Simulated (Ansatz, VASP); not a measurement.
MgI2 in VASP and in Ansatz

File INCAR:

```
ALGO     = Normal         # electronic algorithm
DIPOL    = 0.5 0.5 0.404
EDIFF    = 1E-7           # SCF threshold, eV
ENCUT    = 520            # plane-wave cutoff, eV
GGA      = PE             # functional
IDIPOL   = 3            
ISIF     = 2              # what is computed and relaxed
ISMEAR   = 0              # smearing method
IVDW     = 12             # dispersion correction
LASPH    = True           # aspherical terms in the spheres
LCHARG   = True           # write CHGCAR
LDIPOL   = True         
LELF     = True           # ELF
LREAL    = False          # projectors in reciprocal space
LVACPOTAV= True         
LVHAR    = True         
LWAVE    = False          # write WAVECAR
NBANDS   = 25             # bands
NELM     = 80             # most SCF steps
PREC     = Accurate       # precision mode
SIGMA    = 0.05           # smearing width, eV
```

KPOINTS

```
k-points
0
Gamma
  9 9 1
```

POSCAR

```
MgI2
1.0
    4.1311064662      0.0000000000      0.0000000000
   -2.0655532331      3.5776431455      0.0000000000
    0.0000000000      0.0000000000     24.2265088138
I Mg
4 2
Direct
    0.3333333333      0.6666666667      0.1857469450
    0.6666666667      0.3333333333      0.3245723297
    0.6666666667      0.5555555556      0.4826636185
    0.3333333333      0.8888888889      0.6214890032
    0.0000000000      0.0000000000      0.2551596374
    1.0000000000      1.2222222222      0.5520763108
```

Input for Ansatz:

```yaml
crystal:
  lattice:
    - [4.1311064662, 0.0, 0.0]
    - [-2.0655532331, 3.5776431455, 0.0]
    - [0.0, 0.0, 24.2265088138]
  atoms:
    - { symbol: I, position: [0.3333333333, 0.6666666667, 0.185746945] }
    - { symbol: Mg, position: [0.0, 0.0, 0.2551596374] }
    - { symbol: I, position: [0.6666666667, 0.3333333333, 0.3245723297] }
    - { symbol: I, position: [0.6666666667, 0.5555555556, 0.4826636185] }
    - { symbol: Mg, position: [1.0, 1.2222222222, 0.5520763108] }
    - { symbol: I, position: [0.3333333333, 0.8888888889, 0.6214890032] }
basis:
  ecutwfc: 420
kpoints:
  mp_grid: { grid: [9, 9, 1] }
hamiltonian:
  xc: pbe
  dispersion: d3bj
scf:
  occupations: { method: gaussian, width: 0.05 }
output:
  forces: true
  eigenvalues: true
efield:
  axis: 3
  dipole_correction: true
  ramp_width: 0.04
```

Alike in both runs: task single point; functional PBE; dispersion D3(BJ); k mesh 9 × 9 × 1; occupations gaussian, width 0.05 eV; no spin polarisation.

|  | VASP | Ansatz |
| --- | --- | --- |
| version | VASP 6.6.1 | Ansatz 0.2.0 |
| potentials or method | VASP PAW PBE potentials, release 64 (I, Mg), cutoff 520 eV | scalar-relativistic, plane waves, PAW |
| valence electrons in the cell | 32 | 88 |

|  | VASP | Ansatz | Ansatz less VASP |
| --- | --- | --- | --- |
| gap on the k mesh at the Fermi level (eV) | 3.53 | 3.55 | +0.017 |
| least direct gap on the mesh (eV) | 3.93 | 3.94 | +0.014 |
| rms of the force components (eV/Å) | 0.032 | 0.029 | -0.0030 |

VASP's potentials hold 32 valence electrons a cell and Ansatz's 88, so a difference there can come from the potentials and not from the codes.

Neither program's run includes spin-orbit coupling.
